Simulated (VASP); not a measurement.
# KCl (ae) (Pm-3m) in VASP: notebook, part 3 of 4

VASP 6.6.1.

## 4. Single point, LDA (volume scaled by 0.94)

Input file INCAR:

```
SYSTEM = KCl
ALGO = Normal
EDIFF = 1E-6
ENCUT = 500
GGA = CA
GGA_COMPAT = .False.
ISIF = 2
ISMEAR = 0
LASPH = .True.
LCHARG = .False.
LREAL = .False.
LWAVE = .False.
NBANDS = 15
NELM = 120
PREC = Accurate
SIGMA = 0.02
```

Input file KPOINTS:

```
k-points
0
Gamma
  6 6 6
  0 0 0
```

Input file POSCAR:

```
KCl
1.0
    3.5619849275      0.0000000000      0.0000000000
    0.0000000000      3.5619849275      0.0000000000
    0.0000000000      0.0000000000      3.5619849275
K Cl
1 1
Direct
    0.0000000000      0.0000000000      0.0000000000
    0.5000000000      0.5000000000      0.5000000000
```

Potentials or basis: VASP PAW LDA potentials, release 64 (K_sv, Cl).

Run with:

```
cat potpaw_LDA.64/K_sv/POTCAR potpaw_LDA.64/Cl/POTCAR > POTCAR
mpirun -np 1 vasp_std > vasp.out
```

OUTCAR:

```text
SYSTEM = KCl
   EDIFF = 1E-6
   ENCUT = 500
   GGA = CA
   ISIF = 2
   ISMEAR = 0
   LASPH = .True.
   LREAL = .False.
   NELM = 120
   PREC = Accurate

 ion  position               nearest neighbor table
   1  0.000  0.000  0.000-   2 3.08   2 3.08   2 3.08   2 3.08   2 3.08   2 3.08   2 3.08   2 3.08

   2  0.500  0.500  0.500-   1 3.08   1 3.08   1 3.08   1 3.08   1 3.08   1 3.08   1 3.08   1 3.08

  LATTYP: Found a simple cubic cell.
 ALAT       =     3.5619849275

  Lattice vectors:

 A1 = (   3.5619849275,   0.0000000000,   0.0000000000)
 A2 = (   0.0000000000,   3.5619849275,   0.0000000000)
 A3 = (   0.0000000000,   0.0000000000,   3.5619849275)

Analysis of symmetry for initial positions (statically):
=====================================================================
 Subroutine PRICEL returns:
 Original cell was already a primitive cell.

 Routine SETGRP: Setting up the symmetry group for a
 simple cubic supercell.

 Subroutine GETGRP returns: Found 48 space group operations
 (whereof 48 operations were pure point group operations)
 out of a pool of 48 trial point group operations.

The static configuration has the point symmetry O_h .

Analysis of symmetry for dynamics (positions and initial velocities):
=====================================================================
 Subroutine PRICEL returns:
 Original cell was already a primitive cell.

 Routine SETGRP: Setting up the symmetry group for a
 simple cubic supercell.

 Subroutine GETGRP returns: Found 48 space group operations
 (whereof 48 operations were pure point group operations)
 out of a pool of 48 trial point group operations.

The dynamic configuration has the point symmetry O_h .

 Subroutine INISYM returns: Found 48 space group operations
 (whereof 48 operations are pure point group operations),
 and found     1 'primitive' translations

----------------------------------------------------------------------------------------

                                     Primitive cell

  volume of cell :      45.1935

  direct lattice vectors                    reciprocal lattice vectors
     3.561984928  0.000000000  0.000000000     0.280742345  0.000000000  0.000000000
     0.000000000  3.561984928  0.000000000     0.000000000  0.280742345  0.000000000
     0.000000000  0.000000000  3.561984928     0.000000000  0.000000000  0.280742345

  length of vectors
     3.561984928  3.561984928  3.561984928     0.280742345  0.280742345  0.280742345

  position of ions in fractional coordinates (direct lattice)
     0.000000000  0.000000000  0.000000000
     0.500000000  0.500000000  0.500000000

  ion indices of the primitive-cell ions
   primitive index   ion index
                 1           1
                 2           2

----------------------------------------------------------------------------------------

 KPOINTS: k-points

Automatic generation of k-mesh.
 Grid dimensions read from file:
[... 24 lines left out ...]
  0.333333  0.000000  0.000000      6.000000
  0.500000  0.000000  0.000000      3.000000
  0.166667  0.166667  0.000000     12.000000
  0.333333  0.166667  0.000000     24.000000
[... 12 lines left out ...]
  0.500000  0.500000  0.333333      6.000000
  0.500000  0.500000  0.500000      1.000000
   k-points           NKPTS =     20   k-points in BZ     NKDIM =     20   number of bands    NBANDS=     15
   number of dos      NEDOS =    301   number of ions     NIONS =      2
   total plane-waves  NPLWV =  21952
   dimension x,y,z NGX =    28 NGY =   28 NGZ =   28
   dimension x,y,z NGXF=    56 NGYF=   56 NGZF=   56
   ions per type =               1   1
   NGX,Y,Z   is equivalent  to a cutoff of  13.07, 13.07, 13.07 a.u.
   NGXF,Y,Z  is equivalent  to a cutoff of  26.14, 26.14, 26.14 a.u.
 SYSTEM =  KCl
   PREC   = accura    normal or accurate (medium, high low for compatibility)
   ISTART =      0    job   : 0-new  1-cont  2-samecut
   ICHARG =      2    charge: 1-file 2-atom 10-const
   ISPIN  =      1    spin polarized calculation?
   LNONCOLLINEAR =      F non collinear calculations
   LSORBIT =      F    spin-orbit coupling
   LASPH  =      T    aspherical Exc in radial PAW
   ENCUT  =  500.0 eV  36.75 Ry    6.06 a.u.   6.49  6.49  6.49*2*pi/ulx,y,z
   NELM   =    120;   NELMIN=  2; NELMDL= -5     # of ELM steps
   EDIFF  = 0.1E-05   stopping-criterion for ELM
   LREAL  =      F    real-space projection
   EDIFFG = 0.1E-04   stopping-criterion for IOM
   NSW    =      0    number of steps for IOM
   IBRION =     -1    ionic relax: 0-MD 1-quasi-New 2-CG
   NFREE  =      0    steps in history (QN), initial steepest desc. (CG)
   ISIF   =      2    stress and relaxation
   ISYM   =      2    0-nonsym 1-usesym 2-fastsym
   POTIM  = 0.5000    time-step for ionic-motion
   TEBEG  =    0.0;   TEEND  =   0.0 temperature during run
   PSTRESS=    0.0 pullay stress
   NELECT =      16.0000    total number of electrons
   NUPDOWN=      -1.0000    fix difference up-down
   EMIN   =  10.00;   EMAX   =-10.00  energy-range for DOS
   EFERMI =   0.00;   METHOD = LEGACY
   ISMEAR =     0;   SIGMA  =   0.02  broadening in eV -4-tet -1-fermi 0-gaus
   EFERMI_NEDOS =   21; number of points for ismear=-14 and -15
   IALGO  =     38    algorithm
   IMIX   =      4    mixing-type and parameters
     AMIX     =   0.40;   BMIX     =  1.00
     AMIX_MAG =   1.60;   BMIX_MAG =  1.00
  volume/ion in A,a.u.               =      22.60       152.49
  Fermi-wavevector in a.u.,A,eV,Ry     =   1.158127  2.188542 18.248916  1.341257
  Thomas-Fermi vector in A             =   2.294732
   LORBIT       =      0    0 simple, 1 ext, 2 COOP (PROOUT), +10 PAW based schemes
   GGA     = CA    functional components
   LHFCALC =     F    Hartree Fock is set to
   AEXX    =    0.0000 exact exchange contribution
   IVDW    =     0    specifies the selected vdW correction
   LEPSILON=     F    determine dielectric tensor
   LRPA    =     F    only Hartree local field effects (RPA)
 non-spin polarized calculation
 Gauss-broadening in eV      SIGMA  =   0.02
  energy-cutoff  :      500.00
  volume of cell :       45.19
 maximum number of plane-waves:      1189
 NGX is ok and might be reduce to    28
   NGX = 13   NGY = 13   NGZ = 13

 number of electron      16.0000005 magnetization

 Free energy of the ion-electron system (eV)
  ---------------------------------------------------
  ext. energy  EPLUGINS =         0.00000000
  ---------------------------------------------------
  free energy    TOTEN  =        -7.32702359 eV

  energy without entropy =       -7.32702359  energy(sigma->0) =       -7.32702359

 E-fermi :   0.3387     XC(G=0):  -9.6281

 val. band max:        0.2325972966   @ k =   0.5000   0.5000   0.0000
 cond. band min:       5.7091299905   @ k =   0.0000   0.0000   0.0000
 fundamental gap:      5.4765326939
 Fermi energy:         0.3386724797

 k-point     1 :       0.0000    0.0000    0.0000
  band No.  band energies     occupation
      1     -27.1726      2.00000
      2     -12.7575      2.00000
      3     -10.7286      2.00000
      4     -10.7286      2.00000
      5     -10.7286      2.00000
      6      -0.0132      2.00000
      7      -0.0132      2.00000
      8      -0.0132      2.00000
      9       5.7091      0.00000
     10       6.1410      0.00000
     11       6.1410      0.00000
     12      11.2608      0.00000
     13      11.2608      0.00000
     14      11.2608      0.00000
[... 329 lines left out ...]
      2     -12.0277      2.00000
      3     -11.0659      2.00000
      4     -11.0659      2.00000
      5     -11.0659      2.00000
      6      -1.7797      2.00000
      7      -1.7797      2.00000
      8      -1.7797      2.00000
      9       9.4441      0.00000
     10       9.4441      0.00000
     11       9.4441      0.00000
     12      10.9451      0.00000
     13      10.9451      0.00000
     14      10.9451      0.00000
     15      13.4806      0.00000

------------------------ aborting loop because EDIFF is reached ----------------------------------------

  FORCE on cell =-STRESS in cart. coord.  units (eV):
  Direction    XX          YY          ZZ          XY          YZ          ZX
  --------------------------------------------------------------------------------------
  -------------------------------------------------------------------------------------
  Total        0.6268141      0.6268141      0.6268141      0.0000000     -0.0000000      0.0000000
  in kB       22.2214876     22.2214876     22.2214876      0.0000000     -0.0000000      0.0000000
  external PRESSURE =      22.2214876 kB  Pullay stress =       0.0000000 kB

 VOLUME and BASIS-vectors are now :
 -----------------------------------------------------------------------------
  energy-cutoff  :      500.00
  volume of cell :       45.19
      direct lattice vectors                 reciprocal lattice vectors
     3.561984928  0.000000000  0.000000000     0.280742345  0.000000000  0.000000000
     0.000000000  3.561984928  0.000000000     0.000000000  0.280742345  0.000000000
     0.000000000  0.000000000  3.561984928     0.000000000  0.000000000  0.280742345

 POSITION                                       TOTAL-FORCE (eV/Angst)
 -----------------------------------------------------------------------------------
      0.00000      0.00000      0.00000         0.000000      0.000000      0.000000
      1.78099      1.78099      1.78099         0.000000      0.000000      0.000000
 -----------------------------------------------------------------------------------
    total drift:                               -0.000000      0.000000      0.000000

  FREE ENERGIE OF THE ION-ELECTRON SYSTEM (eV)
  ---------------------------------------------------
  free  energy   TOTEN  =        -7.3270235928 eV

  energy  without entropy=       -7.3270235928  energy(sigma->0) =       -7.32702359
```

It took 16 s on 1 thread of Intel Xeon Platinum 8259CL at 2.50GHz (Skylake/Cascade Lake), shared host; peak memory 0.14 GiB.

What came out:

```yaml
Free_energy: -7.3270 eV
Pressure: 2.2 GPa
Band_gap_on_the_k_mesh: 5.48 eV, indirect (least direct gap 5.72 eV)
```

[end of part 3 of 4]
